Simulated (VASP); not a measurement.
# AlN (P6_3mc) in VASP: a series of runs

AlN is run at these levels: PBE; tasks: single point, relaxation of shape and atoms at fixed volume.

Program: VASP 6.6.1. These are calculated values, not measurements. Logs are shortened: lines on timing, memory, paths and dates and some standing lists are left out, and cuts for length are marked.

### Step 1. The cell of the first run

Symmetry: P6_3mc, No. 186, hexagonal system. The conventional cell has a = 3.188 Å, b = 3.188 Å, c = 5.127 Å, α = 90.00°, β = 90.00°, γ = 120.00°. Al (site symmetry 3m) has 4 N at 1.94 to 1.95 Å within 2.6 Å. N (site symmetry 3m) has 4 Al at 1.94 to 1.95 Å within 2.6 Å.

### Step 2. Single point, PBE (volume scaled by 1.06, then relaxed in part)

Contents of INCAR:

```
SYSTEM = AlN
ALGO     = Normal         ! electronic algorithm
EDIFF    = 1E-7           ! SCF threshold, eV
ENCUT    = 520            ! plane-wave cutoff, eV
GGA      = PE             ! functional
ISIF     = 2              ! what is computed and relaxed
ISMEAR   = 0              ! smearing method
LASPH    = .TRUE.         ! aspherical terms in the spheres
LCHARG   = .FALSE.        ! write CHGCAR
LREAL    = .FALSE.        ! projectors in reciprocal space
LWAVE    = .FALSE.        ! write WAVECAR
NBANDS   = 16             ! bands
NELM     = 80             ! most SCF steps
PREC     = Accurate       ! precision mode
SIGMA    = 0.02           ! smearing width, eV
```

Contents of KPOINTS:

```
k-points
0
G
  12 12 6
  0 0 0
```

Contents of POSCAR:

```
AlN
1.0
    3.1883684597      0.0000000000      0.0000000000
   -1.5941842299      2.7612080827      0.0000000000
    0.0000000000      0.0000000000      5.1269144902
Al N
2 2
Direct
    0.3333333333      0.6666666667     -0.0004189005
    0.6666666667      0.3333333333      0.4995810995
    0.3333333333      0.6666666667      0.3804189005
    0.6666666667      0.3333333333      0.8804189005
```

Potentials or basis: VASP PAW PBE potentials, release 64 (Al, N).

On the command line:

```sh
> cat potpaw_PBE.64/Al/POTCAR potpaw_PBE.64/N/POTCAR > POTCAR
> mpirun -np 1 vasp_std > vasp.out
```

OUTCAR:

```text
SYSTEM = AlN
   EDIFF = 1E-7
   ENCUT = 520
   GGA = PE
   ISIF = 2
   ISMEAR = 0
   LASPH = .TRUE.
   LREAL = .FALSE.
   NELM = 80
   PREC = Accurate

 ion  position               nearest neighbor table
   1  0.333  0.667  1.000-   4 1.94   4 1.94   4 1.94   3 1.95   2 3.16   2 3.16   2 3.16   2 3.16
                             2 3.16   2 3.16
   2  0.667  0.333  0.500-   3 1.94   3 1.94   3 1.94   4 1.95   1 3.16   1 3.16   1 3.16   1 3.16
                             1 3.16   1 3.16
   3  0.333  0.667  0.380-   2 1.94   2 1.94   2 1.94   1 1.95
   4  0.667  0.333  0.880-   1 1.94   1 1.94   1 1.94   2 1.95

  LATTYP: Found a hexagonal cell.
 ALAT       =     3.1883684597
 C/A-ratio  =     1.6080056477

  Lattice vectors:

 A1 = (   3.1883684597,   0.0000000000,   0.0000000000)
 A2 = (  -1.5941842299,   2.7612080827,   0.0000000000)
 A3 = (   0.0000000000,   0.0000000000,   5.1269144902)

Analysis of symmetry for initial positions (statically):
=====================================================================
 Subroutine PRICEL returns:
 Original cell was already a primitive cell.

 Routine SETGRP: Setting up the symmetry group for a
 hexagonal supercell.

 Subroutine GETGRP returns: Found 12 space group operations
 (whereof  6 operations were pure point group operations)
 out of a pool of 24 trial point group operations.

The static configuration has the point symmetry C_3v.
 The point group associated with its full space group is C_6v.

Analysis of symmetry for dynamics (positions and initial velocities):
=====================================================================
 Subroutine PRICEL returns:
 Original cell was already a primitive cell.

 Routine SETGRP: Setting up the symmetry group for a
 hexagonal supercell.

 Subroutine GETGRP returns: Found 12 space group operations
 (whereof  6 operations were pure point group operations)
 out of a pool of 24 trial point group operations.

The dynamic configuration has the point symmetry C_3v.
 The point group associated with its full space group is C_6v.

 Subroutine INISYM returns: Found 12 space group operations
 (whereof  6 operations are pure point group operations),
 and found     1 'primitive' translations

----------------------------------------------------------------------------------------

                                     Primitive cell

  volume of cell :      45.1361

  direct lattice vectors                    reciprocal lattice vectors
     3.188368460  0.000000000  0.000000000     0.313640036  0.181080159  0.000000000
    -1.594184230  2.761208083  0.000000000     0.000000000  0.362160319  0.000000000
     0.000000000  0.000000000  5.126914490     0.000000000  0.000000000  0.195049089

  length of vectors
     3.188368460  3.188368460  5.126914490     0.362160319  0.362160319  0.195049089

  position of ions in fractional coordinates (direct lattice)
     0.333333333  0.666666667  0.999581099
     0.666666667  0.333333333  0.499581099
     0.333333333  0.666666667  0.380418900
     0.666666667  0.333333333  0.880418900

  ion indices of the primitive-cell ions
   primitive index   ion index
                 1           1
                 2           2
                 3           3
                 4           4

----------------------------------------------------------------------------------------

 KPOINTS: k-points

Automatic generation of k-mesh.
 Grid dimensions read from file:
 generate k-points for:   12   12    6

 Generating k-lattice:

  Cartesian coordinates                     Fractional coordinates (reciprocal lattice)
     0.026136670  0.015090013  0.000000000     0.083333333  0.000000000  0.000000000
     0.000000000  0.030180027  0.000000000     0.000000000  0.083333333  0.000000000
     0.000000000  0.000000000  0.032508181     0.000000000  0.000000000  0.166666667

  Length of vectors
     0.030180027  0.030180027  0.032508181

  Shift w.r.t. Gamma in fractional coordinates (k-lattice)
     0.000000000  0.000000000  0.000000000

 Subroutine IBZKPT returns following result:
 ===========================================

 Found     76 irreducible k-points:

 Following reciprocal coordinates:
            Coordinates               Weight
  0.000000  0.000000  0.000000      1.000000
  0.083333 -0.000000  0.000000      6.000000
  0.166667 -0.000000  0.000000      6.000000
  0.250000  0.000000  0.000000      6.000000
  0.333333 -0.000000  0.000000      6.000000
  0.416667 -0.000000  0.000000      6.000000
[... 16 lines left out ...]
  0.250000  0.000000  0.166667     12.000000
  0.333333 -0.000000  0.166667     12.000000
 [... further k-points ...]
   k-points           NKPTS =     76   k-points in BZ     NKDIM =     76   number of bands    NBANDS=     16
   number of dos      NEDOS =    301   number of ions     NIONS =      4
   total plane-waves  NPLWV =  23040
   dimension x,y,z NGX =    24 NGY =   24 NGZ =   40
   dimension x,y,z NGXF=    48 NGYF=   48 NGZF=   80
   ions per type =               2   2
   NGX,Y,Z   is equivalent  to a cutoff of  12.51, 12.51, 12.97 a.u.
   NGXF,Y,Z  is equivalent  to a cutoff of  25.03, 25.03, 25.94 a.u.
 SYSTEM =  AlN
   PREC   = accura    normal or accurate (medium, high low for compatibility)
   ISTART =      0    job   : 0-new  1-cont  2-samecut
   ICHARG =      2    charge: 1-file 2-atom 10-const
   ISPIN  =      1    spin polarized calculation?
   LNONCOLLINEAR =      F non collinear calculations
   LSORBIT =      F    spin-orbit coupling
   LASPH  =      T    aspherical Exc in radial PAW
   ENCUT  =  520.0 eV  38.22 Ry    6.18 a.u.   5.93  5.93  9.53*2*pi/ulx,y,z
   NELM   =     80;   NELMIN=  2; NELMDL= -5     # of ELM steps
   EDIFF  = 0.1E-06   stopping-criterion for ELM
   LREAL  =      F    real-space projection
   EDIFFG = 0.1E-05   stopping-criterion for IOM
   NSW    =      0    number of steps for IOM
   IBRION =     -1    ionic relax: 0-MD 1-quasi-New 2-CG
   NFREE  =      0    steps in history (QN), initial steepest desc. (CG)
   ISIF   =      2    stress and relaxation
   ISYM   =      2    0-nonsym 1-usesym 2-fastsym
   POTIM  = 0.5000    time-step for ionic-motion
   TEBEG  =    0.0;   TEEND  =   0.0 temperature during run
   PSTRESS=    0.0 pullay stress
   NELECT =      16.0000    total number of electrons
   NUPDOWN=      -1.0000    fix difference up-down
   EMIN   =  10.00;   EMAX   =-10.00  energy-range for DOS
   EFERMI =   0.00;   METHOD = LEGACY
   ISMEAR =     0;   SIGMA  =   0.02  broadening in eV -4-tet -1-fermi 0-gaus
   EFERMI_NEDOS =   21; number of points for ismear=-14 and -15
   IALGO  =     38    algorithm
   IMIX   =      4    mixing-type and parameters
     AMIX     =   0.40;   BMIX     =  1.00
     AMIX_MAG =   1.60;   BMIX_MAG =  1.00
  volume/ion in A,a.u.               =      11.28        76.15
  Fermi-wavevector in a.u.,A,eV,Ry     =   1.158618  2.189470 18.264400  1.342396
  Thomas-Fermi vector in A             =   2.295218
   LORBIT       =      0    0 simple, 1 ext, 2 COOP (PROOUT), +10 PAW based schemes
   GGA     = PE    functional components
   LHFCALC =     F    Hartree Fock is set to
   AEXX    =    0.0000 exact exchange contribution
   IVDW    =     0    specifies the selected vdW correction
   LEPSILON=     F    determine dielectric tensor
   LRPA    =     F    only Hartree local field effects (RPA)
 non-spin polarized calculation
 Gauss-broadening in eV      SIGMA  =   0.02
  energy-cutoff  :      520.00
  volume of cell :       45.14
 maximum number of plane-waves:      1231
 NGX is ok and might be reduce to    24
   NGX = 11   NGY = 11   NGZ = 19

 number of electron      16.0000003 magnetization

 Free energy of the ion-electron system (eV)
  ---------------------------------------------------
  ext. energy  EPLUGINS =         0.00000000
  ---------------------------------------------------
  free energy    TOTEN  =       -29.69369298 eV

  energy without entropy =      -29.69369298  energy(sigma->0) =      -29.69369298

 E-fermi :   5.5445     XC(G=0): -10.5776

 val. band max:        5.4061954343   @ k =   0.0000   0.0000   0.0000
 cond. band min:       8.9662902115   @ k =   0.0000   0.0000   0.0000
 fundamental gap:      3.5600947772
 Fermi energy:         5.5444624401

 k-point     1 :       0.0000    0.0000    0.0000
  band No.  band energies     occupation
      1      -9.3045      2.00000
      2      -7.4051      2.00000
      3      -0.2388      2.00000
      4       4.6229      2.00000
      5       4.6229      2.00000
      6       5.2428      2.00000
[... 8 lines left out ...]
     15      17.8610      0.00000
     16      17.8610      0.00000

 k-point     2 :       0.0833   -0.0000    0.0000
  band No.  band energies     occupation
      1      -9.2235      2.00000
      2      -7.3595      2.00000
      3      -0.1395      2.00000
      4       4.2247      2.00000
      5       4.5143      2.00000
      6       4.8173      2.00000
[... 8 lines left out ...]
     15      17.8093      0.00000
     16      17.9464      0.00000

 k-point     3 :       0.1667   -0.0000    0.0000
  band No.  band energies     occupation
      1      -8.9881      2.00000
      2      -7.2349      2.00000
      3       0.1527      2.00000
      4       3.2596      2.00000
      5       3.9533      2.00000
      6       4.2566      2.00000
[... 8 lines left out ...]
     15      17.2456      0.00000
     16      17.7432      0.00000

 k-point     4 :       0.2500    0.0000    0.0000
  band No.  band energies     occupation
      1      -8.6237      2.00000
      2      -7.0705      2.00000
      3       0.6185      2.00000
      4       2.1468      2.00000
      5       3.0294      2.00000
      6       3.9585      2.00000
[... 8 lines left out ...]
     15      16.8204      0.00000
     16      18.1314      0.00000

 k-point     5 :       0.3333   -0.0000    0.0000
  band No.  band energies     occupation
      1      -8.1804      2.00000
      2      -6.9328      2.00000
      3       1.0991      2.00000
      4       1.2875      2.00000
      5       2.2188      2.00000
      6       3.6984      2.00000
[... 8 lines left out ...]
     15      16.8119      0.00000
     16      19.0832      0.00000

 k-point     6 :       0.4167   -0.0000    0.0000
  band No.  band energies     occupation
      1      -7.7538      2.00000
      2      -6.8946      2.00000
      3       0.4899      2.00000
      4       1.6115      2.00000
      5       1.9155      2.00000
      6       3.5251      2.00000
[... 8 lines left out ...]
     15      17.4145      0.00000
     16      19.6703      0.00000
[... 267 lines left out ...]
 k-point    21 :       0.0833   -0.0000    0.1667
  band No.  band energies     occupation
      1      -9.1285      2.00000
      2      -7.5320      2.00000
      3       0.1791      2.00000
      4       4.2623      2.00000
      5       4.4791      2.00000
      6       4.5585      2.00000
[... 8 lines left out ...]
     15      17.4405      0.00000
     16      17.6439      0.00000

 k-point    22 :       0.1667   -0.0000    0.1667
  band No.  band energies     occupation
      1      -8.8968      2.00000
      2      -7.3925      2.00000
      3       0.4202      2.00000
      4       3.3125      2.00000
      5       3.7362      2.00000
      6       4.3102      2.00000
[... 8 lines left out ...]
     15      17.2422      0.00000
     16      17.7654      0.00000

 k-point    23 :       0.2500    0.0000    0.1667
  band No.  band energies     occupation
      1      -8.5393      2.00000
      2      -7.2025      2.00000
      3       0.7421      2.00000
      4       2.2880      2.00000
      5       2.8773      2.00000
      6       4.0205      2.00000
[... 8 lines left out ...]
     15      17.0632      0.00000
     16      18.1595      0.00000

 k-point    24 :       0.3333   -0.0000    0.1667
  band No.  band energies     occupation
      1      -8.1075      2.00000
      2      -7.0292      2.00000
      3       0.7673      2.00000
      4       1.6531      2.00000
      5       2.2494      2.00000
      6       3.7662      2.00000
[... 8 lines left out ...]
     15      17.0801      0.00000
     16      18.9805      0.00000

 [... further k-points ...]

------------------------ aborting loop because EDIFF is reached ----------------------------------------

  FORCE on cell =-STRESS in cart. coord.  units (eV):
  Direction    XX          YY          ZZ          XY          YZ          ZX
  --------------------------------------------------------------------------------------
  -------------------------------------------------------------------------------------
  Total       -2.8994755     -2.8994755     -2.8945925      0.0000000      0.0000000      0.0000000
  in kB     -102.9215492   -102.9215492   -102.7482172      0.0000000      0.0000000      0.0000000
  external PRESSURE =    -102.8637718 kB  Pullay stress =       0.0000000 kB

 VOLUME and BASIS-vectors are now :
 -----------------------------------------------------------------------------
  energy-cutoff  :      520.00
  volume of cell :       45.14
      direct lattice vectors                 reciprocal lattice vectors
     3.188368460  0.000000000  0.000000000     0.313640036  0.181080159  0.000000000
    -1.594184230  2.761208083  0.000000000     0.000000000  0.362160319  0.000000000
     0.000000000  0.000000000  5.126914490     0.000000000  0.000000000  0.195049089

 POSITION                                       TOTAL-FORCE (eV/Angst)
 -----------------------------------------------------------------------------------
     -0.00000      1.84081      5.12477         0.000000      0.000000      0.006192
      1.59418      0.92040      2.56131        -0.000000      0.000000      0.006192
     -0.00000      1.84081      1.95038        -0.000000      0.000000     -0.006192
      1.59418      0.92040      4.51383         0.000000     -0.000000     -0.006192
 -----------------------------------------------------------------------------------
    total drift:                                0.000000      0.000000     -0.000743

  FREE ENERGIE OF THE ION-ELECTRON SYSTEM (eV)
  ---------------------------------------------------
  free  energy   TOTEN  =       -29.6936929809 eV

  energy  without entropy=      -29.6936929809  energy(sigma->0) =      -29.69369298
```

Wall time 63 s (1 thread of AMD EPYC 7R13 (Zen 3), shared host); peak memory 0.15 GiB.

What came out:

```yaml
Free_energy: -29.6937 eV
Pressure: -10.3 GPa
Largest_force: 0.006 eV/Å
Band_gap_on_the_k_mesh: 3.56 eV, direct
```

Forces on the atoms (eV/Å):
```
Al   0.000  0.000  0.006
Al   0.000  0.000  0.006
N    0.000  0.000 -0.006
N    0.000  0.000 -0.006
```

Levels at points of the mesh, in eV from the valence-band top:
| k point | band 6 | band 7 | band 8 | band 9 | band 10 | band 11 |
| --- | --- | --- | --- | --- | --- | --- |
| (0.00, 0.00, 0.00) | -0.16 | -0.16 | 0.00 | 3.56 | 6.06 | 9.99 |
| (0.50, 0.00, 0.00) | -1.94 | -1.65 | -0.64 | 5.59 | 5.63 | 7.54 |
| (0.00, 0.00, 0.50) | -0.48 | -0.48 | -0.48 | 5.84 | 5.84 | 9.71 |
| (0.50, 0.00, 0.50) | -1.36 | -1.29 | -1.29 | 5.05 | 5.05 | 8.80 |

[end of part 1 of 2]
